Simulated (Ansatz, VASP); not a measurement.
Si3C: VASP beside Ansatz

```xyz
8
Lattice="1.7039 -2.9512 0.0000 0.0000 0.0000 -5.6812 5.2338 3.0217 0.0000" Properties=species:S:1:pos:R:3 pbc="T T T"
Si    1.5756   -1.0578   -5.1350
Si    3.7484    2.1642   -5.5058
Si    1.4854    0.8576   -2.6652
Si    5.3620    1.1283   -2.2944
Si    3.4549    1.9947   -3.2017
Si    1.7789    1.0271   -0.3611
C     1.5918   -1.0484   -3.2011
C     5.3459    1.1190   -0.3605
```

Alike in both runs: functional r2SCAN; k mesh 8 × 6 × 6; occupations gaussian, width 0.02 eV; no spin polarisation.

Ansatz relaxed the structure, and its values are those at the end. VASP's run is a single point on that final structure, the one shown.

|  | VASP | Ansatz |
| --- | --- | --- |
| version | VASP 6.6.1 | Ansatz 0.2.0 |
| potentials or method | VASP PAW PBE potentials, release 64 (Si, C), cutoff 520 eV | scalar-relativistic, plane waves, PAW |
| valence electrons in the cell | 32 | 32 |

VASP gave:

```
gap on the k mesh at the Fermi level (eV) : none
pressure (GPa)                            : -0.3
rms of the force components (eV/Å)        : 0.013
```

Question: Estimate Ansatz's values.

Answer: gap on the k mesh at the Fermi level (eV): none; pressure (GPa): -0.1; rms of the force components (eV/Å): 0.003.

VASP's potentials were made for PBE, not for r2SCAN. A gap of «none» marks a metal or a gap that the smearing closes. With one functional, cell and mesh, what is left measures potentials, basis and numerics.
